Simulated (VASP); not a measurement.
# CoSi in VASP: further runs, part 2 of 2

VASP 6.6.1. Earlier steps stand in the parts before.

## 3. Single point, PBE, collinear spin, ferromagnetic start (11.40 Å³/atom)

This run uses another cell than the first one, of 11.40 Å³/atom.

The input, INCAR:

```
PREC = Accurate
ENCUT = 520
EDIFF = 1E-6
ISMEAR = -1
SIGMA = 0.05
LREAL = False
LASPH = True
NELM = 150
ALGO = Normal
ISIF = 2
LWAVE = False
LCHARG = False
ISPIN = 2
MAGMOM = 2 0
LORBIT = 11
LMAXMIX = 4
GGA = PE
NBANDS = 18
```

The input, KPOINTS:

```
Automatic mesh
0
Gamma
  10 10 10
```

The input, POSCAR:

```
CoSi
1.0
    2.8358838098      0.0000000000      0.0000000000
    0.0000000000      2.8358838098      0.0000000000
    0.0000000000      0.0000000000      2.8358838098
Co Si
1 1
Direct
    0.0000000000      0.0000000000      0.0000000000
    0.5000000000      0.5000000000      0.5000000000
```

Potentials or basis: VASP PAW PBE potentials, release 64 (Co, Si).

Started as:

```console
cat potpaw_PBE.64/Co/POTCAR potpaw_PBE.64/Si/POTCAR > POTCAR
mpirun -np 1 vasp_std > vasp.out
```

OUTCAR:

```text
PREC = Accurate
   ENCUT = 520
   EDIFF = 1E-6
   ISMEAR = -1
   LREAL = False
   LASPH = True
   NELM = 150
   ISIF = 2
   ISPIN = 2
   LORBIT = 11
   GGA = PE

 ion  position               nearest neighbor table
   1  0.000  0.000  0.000-   2 2.46   2 2.46   2 2.46   2 2.46   2 2.46   2 2.46   2 2.46   2 2.46

   2  0.500  0.500  0.500-   1 2.46   1 2.46   1 2.46   1 2.46   1 2.46   1 2.46   1 2.46   1 2.46

  LATTYP: Found a simple cubic cell.
 ALAT       =     2.8358838098

  Lattice vectors:

[... 1223 lines left out ...]
  external PRESSURE =    -103.4447545 kB  Pullay stress =       0.0000000 kB

 VOLUME and BASIS-vectors are now :
 -----------------------------------------------------------------------------
  energy-cutoff  :      520.00
  volume of cell :       22.81
      direct lattice vectors                 reciprocal lattice vectors
     2.835883810  0.000000000  0.000000000     0.352623756  0.000000000  0.000000000
     0.000000000  2.835883810  0.000000000     0.000000000  0.352623756  0.000000000
     0.000000000  0.000000000  2.835883810     0.000000000  0.000000000  0.352623756

 POSITION                                       TOTAL-FORCE (eV/Angst)
 -----------------------------------------------------------------------------------
      0.00000      0.00000      0.00000         0.000000      0.000000      0.000000
      1.41794      1.41794      1.41794         0.000000      0.000000      0.000000
 -----------------------------------------------------------------------------------
    total drift:                               -0.000000      0.000000      0.000000

  FREE ENERGIE OF THE ION-ELECTRON SYSTEM (eV)
  ---------------------------------------------------
  free  energy   TOTEN  =       -13.2494384817 eV

  energy  without entropy=      -13.2333850869  energy(sigma->0) =      -13.24141178

 total charge

# of ion       s       p       d       tot
------------------------------------------
    1        0.415   0.531   7.524   8.470
    2        0.716   0.826   0.000   1.542
--------------------------------------------------
tot          1.130   1.357   7.524  10.011

 magnetization (x)

# of ion       s       p       d       tot
------------------------------------------
    1        0.007  -0.000   0.581   0.587
    2        0.002   0.008   0.000   0.009
--------------------------------------------------
tot          0.008   0.007   0.581   0.596
```

OSZICAR:

```text
N       E                     dE             d eps       ncg     rms          rms(c)
DAV:   1     0.462998773318E+02    0.46300E+02   -0.51118E+03  4152   0.742E+02
DAV:   2    -0.119477648047E+02   -0.58248E+02   -0.51098E+02  4402   0.164E+02
DAV:   3    -0.146159619517E+02   -0.26682E+01   -0.26049E+01  4778   0.369E+01
DAV:   4    -0.146481594343E+02   -0.32197E-01   -0.32159E-01  4716   0.356E+00
DAV:   5    -0.146488792812E+02   -0.71985E-03   -0.71978E-03  4910   0.556E-01    0.143E+01
DAV:   6    -0.180816709333E+02   -0.34328E+01   -0.39888E+01  4482   0.754E+01    0.192E+01
DAV:   7    -0.132716986238E+02    0.48100E+01   -0.21867E+01  4576   0.511E+01    0.222E+00
DAV:   8    -0.132640701401E+02    0.76285E-02   -0.20519E-01  4936   0.306E+00    0.134E+00
DAV:   9    -0.132505873313E+02    0.13483E-01   -0.25319E-02  5318   0.167E+00    0.616E-01
DAV:  10    -0.132495482241E+02    0.10391E-02   -0.61654E-04  5072   0.185E-01    0.197E-01
DAV:  11    -0.132494654502E+02    0.82774E-04   -0.23202E-04  5054   0.170E-01    0.982E-02
DAV:  12    -0.132494490857E+02    0.16365E-04   -0.15427E-04  5204   0.124E-01    0.368E-02
DAV:  13    -0.132494392700E+02    0.98157E-05   -0.21439E-06  4562   0.105E-02    0.117E-02
DAV:  14    -0.132494384817E+02    0.78822E-06   -0.54884E-07  2372   0.711E-03
   1 F= -.13249438E+02 E0= -.13241412E+02  d E =-.160534E-01  mag=     0.5753
```

stdout:

```text
POSCAR found type information on POSCAR CoSi
 POSCAR found :  2 types and       2 ions
 scaLAPACK will be used
 LDA part: xc-table for (Slater+PW92), standard interpolation
 POSCAR, INCAR and KPOINTS ok, starting setup
 FFT: planning ... GRIDC
 FFT: planning ... GRID_SOFT
 FFT: planning ... GRID
 WAVECAR not read
 entering main loop
```

Wall time 64 s (1 thread of Intel Xeon 8259CL, shared host); peak memory 0.17 GiB.

Results:

| Quantity | Value |
| --- | --- |
| Free energy | -13.2494 eV |
| Pressure | -10.3 GPa |
| Net moment | 0.58 μB per cell |
| Site moments | Co +0.59; Si +0.01 μB |
| Valence electrons inside the program's atomic spheres | Co 8.47; Si 1.54 |

Levels at points of the mesh, in eV from the Fermi level:
Spin up:
| k point | band 3 | band 4 | band 5 | band 6 | band 7 | band 8 | band 9 | band 10 | band 11 | band 12 |
| --- | --- | --- | --- | --- | --- | --- | --- | --- | --- | --- |
| (0.00, 0.00, 0.00) | -3.89 | -1.53 | -1.53 | -1.53 | 2.78 | 2.78 | 2.78 | 7.23 | 7.23 | 10.92 |
| (0.50, 0.00, 0.00) | -3.24 | -2.69 | -2.69 | -1.40 | -0.84 | 6.68 | 7.48 | 7.48 | 9.17 | 9.17 |
| (0.50, 0.50, 0.00) | -5.05 | -3.97 | -2.25 | -2.25 | -1.13 | 1.02 | 1.49 | 7.55 | 12.95 | 14.06 |
| (0.50, 0.50, 0.50) | -5.64 | -2.09 | -1.09 | -1.09 | 1.34 | 1.34 | 1.34 | 3.12 | 3.12 | 3.12 |
Spin down:
```csv
k point,band 3,band 4,band 5,band 6,band 7,band 8,band 9,band 10
"(0.00, 0.00, 0.00)",-3.25,-1.15,-1.15,-1.15,2.78,2.78,2.78,7.50
"(0.50, 0.00, 0.00)",-2.48,-2.38,-2.38,-1.01,0.07,6.66,7.57,7.57
"(0.50, 0.50, 0.00)",-5.05,-3.51,-1.90,-1.90,-0.16,1.35,2.00,7.54
"(0.50, 0.50, 0.50)",-5.50,-2.09,-0.12,-0.12,1.36,1.36,1.36,3.38
```

Caveat: the cell stands under tension.

## 4. Single point, PBE, collinear spin, ferromagnetic start (atoms moved at random)

The input, INCAR:

```
ALGO = Normal ; EDIFF = 1E-7
ENCUT = 520 ; GGA = PE
ISIF = 2 ; ISMEAR = -1
ISPIN = 2 ; LASPH = True
LCHARG = False ; LMAXMIX = 4
LORBIT = 11 ; LREAL = False
LWAVE = False ; MAGMOM = 2 0
NBANDS = 18 ; NELM = 150
PREC = Accurate ; SIGMA = 0.05
```

The input, KPOINTS:

```
k-points
0
Gamma
  10 10 10
```

The input, POSCAR:

```
CoSi
1.0
    2.7813340000      0.0000000000      0.0000000000
    0.0000000000      2.7813340000      0.0000000000
    0.0000000000      0.0000000000      2.7813340000
Co Si
1 1
Direct
   -0.0101830000     -0.0111760000     -0.0001760000
    0.4927130000      0.5047100000      0.5109750000
```

Started as:

```console
cat potpaw_PBE.64/Co/POTCAR potpaw_PBE.64/Si/POTCAR > POTCAR
mpirun -np 1 vasp_std > vasp.out
```

It took 7.2 min on 1 thread of Intel Xeon 8259CL, shared host; peak memory 0.39 GiB.

It converged, with:

```yaml
Free_energy: -13.2846 eV
Pressure: 0.9 GPa
Largest_force: 0.274 eV/Å
Net_moment: 0.54 μB per cell
Site_moments: Co +0.54; Si +0.01 μB
Valence_electrons_inside_the_program's_atomic_spheres: Co 8.61; Si 1.58
```

Forces in eV/Å, atoms in the order of the input:
```
Co   0.041  0.221  0.156
Si  -0.041 -0.221 -0.156
```

Stress tensor (GPa, compression positive):
```
0.94 0.09 0.07
0.09 0.77 0.35
0.07 0.35 0.86
```

Levels at points of the mesh, in eV from the Fermi level:
Spin up:
```csv
k point,band 5,band 6,band 7,band 8,band 9,band 10
"(0.00, 0.00, 0.00)",-1.60,-1.59,2.96,2.96,2.96,7.39
"(0.50, 0.00, 0.00)",-2.84,-1.45,-0.78,6.61,7.99,8.02
"(0.00, 0.50, 0.00)",-2.84,-1.45,-0.78,6.63,7.99,8.00
"(0.00, 0.00, 0.50)",-2.84,-1.45,-0.78,6.62,7.99,8.00
"(0.50, 0.50, 0.00)",-2.39,-2.39,-1.10,1.30,1.64,8.05
"(0.00, 0.50, 0.50)",-2.40,-2.39,-1.10,1.30,1.64,8.05
"(0.50, 0.00, 0.50)",-2.39,-2.38,-1.10,1.30,1.64,8.05
"(0.50, 0.50, 0.50)",-1.06,-1.06,1.25,1.26,1.27,3.39
```
Spin down:
```csv
k point,band 4,band 5,band 6,band 7,band 8,band 9
"(0.00, 0.00, 0.00)",-1.25,-1.24,-1.24,2.97,2.97,2.98
"(0.50, 0.00, 0.00)",-2.56,-2.55,-1.09,0.05,6.61,8.09
"(0.00, 0.50, 0.00)",-2.56,-2.55,-1.09,0.06,6.63,8.08
"(0.00, 0.00, 0.50)",-2.56,-2.55,-1.09,0.06,6.62,8.09
"(0.50, 0.50, 0.00)",-3.79,-2.07,-2.07,-0.21,1.61,2.12
"(0.00, 0.50, 0.50)",-3.79,-2.08,-2.07,-0.21,1.61,2.13
"(0.50, 0.00, 0.50)",-3.79,-2.07,-2.06,-0.21,1.61,2.12
"(0.50, 0.50, 0.50)",-1.71,-0.16,-0.16,1.27,1.28,1.29
```

Caveat: the cell differs from its parent crystal (atoms moved at random).

## 5. Overview

| cell | gap on the mesh (eV) | pressure (GPa) | moment (μB) |
| --- | --- | --- | --- |
| a = 2.800 Å, 2 atoms, atomic positions A | none | -3.5 | 0.55 |
| a = 2.836 Å, 2 atoms, atomic positions A | none | -10.3 | 0.58 |
| a = 2.781 Å, 2 atoms, atomic positions B | none | 0.9 | 0.54 |

Alike in all rows: task single point; level PBE; potentials or basis VASP PAW PBE potentials, release 64 (Co, Si); spin collinear, ferromagnetic start; k mesh 10 × 10 × 10; cutoff (eV) 520; smearing fermi-dirac 0.05 eV.

Caveats: the cell stands under tension (at least some runs).

Total energies depend on the potentials used, so only differences within one code and one set of settings carry meaning.
